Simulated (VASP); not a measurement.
# WSe2 in VASP: single point with PBEsol

Aim: the single point of WSe2 with PBEsol.

All numbers are computed with VASP 6.6.1; they aren't measurements. Logs are shortened: lines on timing, memory, paths and dates and some standing lists are left out, and cuts for length are marked.

## 1. The cell of the first run

The cell holds a slab with vacuum, 9 atoms: a = 3.271 Å, b = 3.271 Å, c = 29.185 Å, α = 90.00°, β = 90.00°, γ = 120.00°.

## 2. Single point, PBEsol (atom 5 (Se) moved +0.450 Å along Cartesian [1 1 0])

INCAR

```
PREC     = Accurate       # precision mode
ENCUT    = 520            # plane-wave cutoff, eV
EDIFF    = 1E-6           # SCF threshold, eV
ISMEAR   = 0              # smearing method
SIGMA    = 0.05           # smearing width, eV
LREAL    = False          # projectors in reciprocal space
LASPH    = True           # aspherical terms in the spheres
NELM     = 100            # most SCF steps
ALGO     = Normal         # electronic algorithm
ISIF     = 2              # what is computed and relaxed
LWAVE    = False          # write WAVECAR
LCHARG   = False          # write CHGCAR
GGA      = PS             # functional
NBANDS   = 49             # bands
```

KPOINTS

```
regular mesh
0
Gamma
  12 12 1
```

POSCAR

```
WSe2
1.0
    3.2709028599      0.0000000000      0.0000000000
   -1.6354514299      2.8326849700      0.0000000000
    0.0000000000      0.0000000000     29.1847504091
W Se
3 6
Direct
    0.6666666667      0.3333333333      0.0000000000
    0.3333333333      0.6666666667      0.7734641576
    0.3333333333      0.6666666667      0.2265358424
    0.3333333333      0.6666666667      0.0573689705
    0.8201135294      0.4456642331      0.8308403050
    0.6666666667      0.3333333333      0.2838341585
    0.3333333333      0.6666666667      0.9426310295
    0.6666666667      0.3333333333      0.7161658415
    0.6666666667      0.3333333333      0.1691596950
```

Potentials or basis: VASP PAW PBE potentials, release 64 (W_sv, Se).

The run is started by

```sh
$ cat potpaw_PBE.64/W_sv/POTCAR potpaw_PBE.64/Se/POTCAR > POTCAR
$ mpirun -np 1 vasp_std > vasp.out
```

OUTCAR:

```text
PREC = Accurate
   ENCUT = 520
   EDIFF = 1E-6
   ISMEAR = 0
   LREAL = False
   LASPH = True
   NELM = 100
   ISIF = 2
   GGA = PS

 ion  position               nearest neighbor table
   1  0.667  0.333  0.000-   4 2.52   7 2.52   4 2.52   7 2.52   4 2.52   7 2.52
   2  0.333  0.667  0.773-   5 2.22   8 2.52   8 2.52   8 2.52   5 2.65   5 2.79
   3  0.333  0.667  0.227-   6 2.52   6 2.52   6 2.52   9 2.52   9 2.52   9 2.52
   4  0.333  0.667  0.057-   1 2.52   1 2.52   1 2.52
   5  0.820  0.446  0.831-   2 2.22   2 2.65   2 2.79
   6  0.667  0.333  0.284-   3 2.52   3 2.52   3 2.52
   7  0.333  0.667  0.943-   1 2.52   1 2.52   1 2.52
   8  0.667  0.333  0.716-   2 2.52   2 2.52   2 2.52
   9  0.667  0.333  0.169-   3 2.52   3 2.52   3 2.52

  LATTYP: Found a hexagonal cell.
 ALAT       =     3.2709028599
 C/A-ratio  =     8.9225365776

  Lattice vectors:

 A1 = (   3.2709028599,   0.0000000000,   0.0000000000)
 A2 = (  -1.6354514299,   2.8326849700,   0.0000000000)
 A3 = (   0.0000000000,   0.0000000000,  29.1847504091)

Analysis of symmetry for initial positions (statically):
=====================================================================
 Subroutine PRICEL returns:
 Original cell was already a primitive cell.

 Routine SETGRP: Setting up the symmetry group for a
 hexagonal supercell.

 Subroutine GETGRP returns: Found  1 space group operations
 (whereof  1 operations were pure point group operations)
 out of a pool of 24 trial point group operations.

The static configuration has the point symmetry C_1 .

Analysis of symmetry for dynamics (positions and initial velocities):
=====================================================================
 Subroutine PRICEL returns:
 Original cell was already a primitive cell.

 Routine SETGRP: Setting up the symmetry group for a
 hexagonal supercell.

 Subroutine GETGRP returns: Found  1 space group operations
 (whereof  1 operations were pure point group operations)
 out of a pool of 24 trial point group operations.

The dynamic configuration has the point symmetry C_1 .

 Subroutine INISYM returns: Found  1 space group operations
 (whereof  1 operations are pure point group operations),
 and found     1 'primitive' translations

----------------------------------------------------------------------------------------

                                     Primitive cell

  volume of cell :     270.4095

  direct lattice vectors                    reciprocal lattice vectors
     3.270902860  0.000000000  0.000000000     0.305725985  0.176510980  0.000000000
    -1.635451430  2.832684970  0.000000000     0.000000000  0.353021960  0.000000000
     0.000000000  0.000000000 29.184750409     0.000000000  0.000000000  0.034264470

  length of vectors
     3.270902860  3.270902860 29.184750409     0.353021960  0.353021960  0.034264470

  position of ions in fractional coordinates (direct lattice)
     0.666666667  0.333333333  0.000000000
     0.333333333  0.666666667  0.773464158
     0.333333333  0.666666667  0.226535842
     0.333333333  0.666666667  0.057368971
     0.820113529  0.445664233  0.830840305
     0.666666667  0.333333333  0.283834158
     0.333333333  0.666666667  0.942631029
     0.666666667  0.333333333  0.716165842
     0.666666667  0.333333333  0.169159695

  ion indices of the primitive-cell ions
   primitive index   ion index
                 1           1
                 2           2
                 3           3
                 4           4
                 5           5
                 6           6
                 7           7
                 8           8
                 9           9

----------------------------------------------------------------------------------------

 KPOINTS: regular mesh

Automatic generation of k-mesh.
 Grid dimensions read from file:
 generate k-points for:   12   12    1

 Generating k-lattice:

  Cartesian coordinates                     Fractional coordinates (reciprocal lattice)
     0.025477165  0.014709248  0.000000000     0.083333333  0.000000000  0.000000000
     0.000000000  0.029418497  0.000000000     0.000000000  0.083333333  0.000000000
     0.000000000  0.000000000  0.034264470     0.000000000  0.000000000  1.000000000

  Length of vectors
     0.029418497  0.029418497  0.034264470

  Shift w.r.t. Gamma in fractional coordinates (k-lattice)
     0.000000000  0.000000000  0.000000000

 Subroutine IBZKPT returns following result:
 ===========================================

 Found     74 irreducible k-points:

 Following reciprocal coordinates:
            Coordinates               Weight
  0.000000  0.000000  0.000000      1.000000
  0.083333  0.000000  0.000000      2.000000
  0.000000  0.083333  0.000000      2.000000
 -0.083333  0.083333  0.000000      2.000000
  0.166667  0.000000  0.000000      2.000000
  0.000000  0.166667  0.000000      2.000000
[... 16 lines left out ...]
  0.166667  0.083333  0.000000      2.000000
 -0.083333  0.250000  0.000000      2.000000
 [... further k-points ...]
   k-points           NKPTS =     74   k-points in BZ     NKDIM =     74   number of bands    NBANDS=     49
   number of dos      NEDOS =    301   number of ions     NIONS =      9
   total plane-waves  NPLWV = 129024
   dimension x,y,z NGX =    24 NGY =   24 NGZ =  224
   dimension x,y,z NGXF=    48 NGYF=   48 NGZF=  448
   ions per type =               3   6
   NGX,Y,Z   is equivalent  to a cutoff of  12.20, 12.20, 12.76 a.u.
   NGXF,Y,Z  is equivalent  to a cutoff of  24.40, 24.40, 25.52 a.u.
 SYSTEM =  unknown system
   PREC   = accura    normal or accurate (medium, high low for compatibility)
   ISTART =      0    job   : 0-new  1-cont  2-samecut
   ICHARG =      2    charge: 1-file 2-atom 10-const
   ISPIN  =      1    spin polarized calculation?
   LNONCOLLINEAR =      F non collinear calculations
   LSORBIT =      F    spin-orbit coupling
   LASPH  =      T    aspherical Exc in radial PAW
   ENCUT  =  520.0 eV  38.22 Ry    6.18 a.u.   6.08  6.08 54.26*2*pi/ulx,y,z
   NELM   =    100;   NELMIN=  2; NELMDL= -5     # of ELM steps
   EDIFF  = 0.1E-05   stopping-criterion for ELM
   LREAL  =      F    real-space projection
   EDIFFG = 0.1E-04   stopping-criterion for IOM
   NSW    =      0    number of steps for IOM
   IBRION =     -1    ionic relax: 0-MD 1-quasi-New 2-CG
   NFREE  =      0    steps in history (QN), initial steepest desc. (CG)
   ISIF   =      2    stress and relaxation
   ISYM   =      2    0-nonsym 1-usesym 2-fastsym
   POTIM  = 0.5000    time-step for ionic-motion
   TEBEG  =    0.0;   TEEND  =   0.0 temperature during run
   PSTRESS=    0.0 pullay stress
   NELECT =      78.0000    total number of electrons
   NUPDOWN=      -1.0000    fix difference up-down
   EMIN   =  10.00;   EMAX   =-10.00  energy-range for DOS
   EFERMI =   0.00;   METHOD = LEGACY
   ISMEAR =     0;   SIGMA  =   0.05  broadening in eV -4-tet -1-fermi 0-gaus
   EFERMI_NEDOS =   21; number of points for ismear=-14 and -15
   IALGO  =     38    algorithm
   IMIX   =      4    mixing-type and parameters
     AMIX     =   0.40;   BMIX     =  1.00
     AMIX_MAG =   1.60;   BMIX_MAG =  1.00
  volume/ion in A,a.u.               =      30.05       202.76
  Fermi-wavevector in a.u.,A,eV,Ry     =   1.081681  2.044080 15.919266  1.170033
  Thomas-Fermi vector in A             =   2.217703
   LORBIT       =      0    0 simple, 1 ext, 2 COOP (PROOUT), +10 PAW based schemes
   GGA     = PS    functional components
   LHFCALC =     F    Hartree Fock is set to
   AEXX    =    0.0000 exact exchange contribution
   IVDW    =     0    specifies the selected vdW correction
   LEPSILON=     F    determine dielectric tensor
   LRPA    =     F    only Hartree local field effects (RPA)
 non-spin polarized calculation
 Gauss-broadening in eV      SIGMA  =   0.05
  energy-cutoff  :      520.00
  volume of cell :      270.41
 maximum number of plane-waves:      7344
   NGX = 13   NGY = 13   NGZ =109

 number of electron      77.9999996 magnetization

 Free energy of the ion-electron system (eV)
  ---------------------------------------------------
  ext. energy  EPLUGINS =         0.00000000
  ---------------------------------------------------
  free energy    TOTEN  =       -68.75790078 eV

  energy without entropy =      -68.75790078  energy(sigma->0) =      -68.75790078

 E-fermi :   2.7881     XC(G=0):  -7.6720

 val. band max:        2.4486245704   @ k =   0.0000   0.0000   0.0000
 cond. band min:       3.5710857455   @ k =  -0.1667   0.3333   0.0000
 fundamental gap:      1.1224611751
 Fermi energy:         2.7880653901

 k-point     1 :       0.0000    0.0000    0.0000
  band No.  band energies     occupation
      1     -71.7168      2.00000
      2     -71.7101      2.00000
      3     -71.6280      2.00000
      4     -35.9964      2.00000
      5     -35.9822      2.00000
      6     -35.9754      2.00000
[... 41 lines left out ...]
     48       5.5140      0.00000
     49       5.5145      0.00000

 k-point     2 :       0.0833    0.0000    0.0000
  band No.  band energies     occupation
      1     -71.7160      2.00000
      2     -71.7093      2.00000
      3     -71.6272      2.00000
      4     -35.9942      2.00000
      5     -35.9790      2.00000
      6     -35.9722      2.00000
[... 41 lines left out ...]
     48       5.4571      0.00000
     49       5.5126      0.00000

 k-point     3 :       0.0000    0.0833    0.0000
  band No.  band energies     occupation
      1     -71.7160      2.00000
      2     -71.7093      2.00000
      3     -71.6273      2.00000
      4     -35.9937      2.00000
      5     -35.9790      2.00000
      6     -35.9722      2.00000
[... 1081 lines left out ...]
     48       5.2434      0.00000
     49       6.1592      0.00000

 k-point    24 :      -0.0833    0.2500    0.0000
  band No.  band energies     occupation
      1     -71.7122      2.00000
      2     -71.7055      2.00000
      3     -71.6235      2.00000
      4     -35.9809      2.00000
      5     -35.9623      2.00000
      6     -35.9555      2.00000
[... 41 lines left out ...]
     48       5.0845      0.00000
     49       6.1677      0.00000

 [... further k-points ...]

------------------------ aborting loop because EDIFF is reached ----------------------------------------

  FORCE on cell =-STRESS in cart. coord.  units (eV):
  Direction    XX          YY          ZZ          XY          YZ          ZX
  --------------------------------------------------------------------------------------
  -------------------------------------------------------------------------------------
  Total        2.9517197      0.3255120      5.3053217      1.1372387     -4.3035002     -6.6694101
  in kB       17.4889523      1.9286600     31.4340541      6.7381443    -25.4982573    -39.5162842
  external PRESSURE =      16.9505555 kB  Pullay stress =       0.0000000 kB

 VOLUME and BASIS-vectors are now :
 -----------------------------------------------------------------------------
  energy-cutoff  :      520.00
  volume of cell :      270.41
      direct lattice vectors                 reciprocal lattice vectors
     3.270902860  0.000000000  0.000000000     0.305725985  0.176510980  0.000000000
    -1.635451430  2.832684970  0.000000000     0.000000000  0.353021960  0.000000000
     0.000000000  0.000000000 29.184750409     0.000000000  0.000000000  0.034264470

 POSITION                                       TOTAL-FORCE (eV/Angst)
 -----------------------------------------------------------------------------------
      1.63545      0.94423      0.00000         0.013704      0.011165     -0.003373
     -0.00000      1.88846     22.57336         3.791734      2.792833     -2.642491
     -0.00000      1.88846      6.61139         0.000004      0.000014      0.000597
     -0.00000      1.88846      1.67430        -0.001971     -0.001274      0.061739
      1.95365      1.26243     24.24787        -3.948100     -2.733265      2.784655
      1.63545      0.94423      8.28363         0.000025      0.000021      0.061238
     -0.00000      1.88846     27.51045         0.016567      0.014240     -0.053569
      1.63545      0.94423     20.90112         0.128018     -0.083738     -0.147284
      1.63545      0.94423      4.93688         0.000018      0.000003     -0.061510
 -----------------------------------------------------------------------------------
    total drift:                               -0.000085     -0.000051      0.000092

  FREE ENERGIE OF THE ION-ELECTRON SYSTEM (eV)
  ---------------------------------------------------
  free  energy   TOTEN  =       -68.7579007840 eV

  energy  without entropy=      -68.7579007840  energy(sigma->0) =      -68.75790078
```

It took 14 min on 1 thread of AMD EPYC 9R45 (Zen 5), shared host; peak memory 0.83 GiB.

What came out:

| Item | Value |
| --- | --- |
| Free energy | -68.7579 eV |
| Largest force | 5.551 eV/Å |
| Band gap on the k mesh | 1.12 eV (least direct gap 1.51 eV) |

Forces on the atoms (eV/Å):
```
W    0.014  0.011 -0.003
W    3.792  2.793 -2.642
W    0.000  0.000  0.001
Se  -0.002 -0.001  0.062
Se  -3.948 -2.733  2.785
Se   0.000  0.000  0.061
Se   0.017  0.014 -0.054
Se   0.128 -0.084 -0.147
Se   0.000  0.000 -0.062
```

Levels at points of the mesh, in eV from the valence-band top:
```tsv
k point	band 36	band 37	band 38	band 39	band 40	band 41	band 42	band 43
(0.00, 0.00, 0.00)	-0.86	-0.51	-0.27	0.00	1.58	2.34	2.82	2.82
(0.50, 0.00, 0.00)	-1.23	-1.13	-1.03	-0.81	2.19	2.30	2.32	2.52
(0.00, 0.50, 0.00)	-1.23	-1.13	-1.03	-0.24	2.22	2.30	2.32	2.44
(0.50, 0.50, 0.00)	-1.23	-1.13	-1.03	-0.07	2.02	2.30	2.32	2.49
```

Caveat: the cell differs from its parent crystal (atom 5 (Se) moved +0.450 Å along Cartesian [1 1 0]); there is no dipole correction, which matters where the two faces differ; the PAW data sets were made with another functional, which shifts forces and pressure a little; spin-orbit coupling is left out, which moves the levels of the heavy elements.
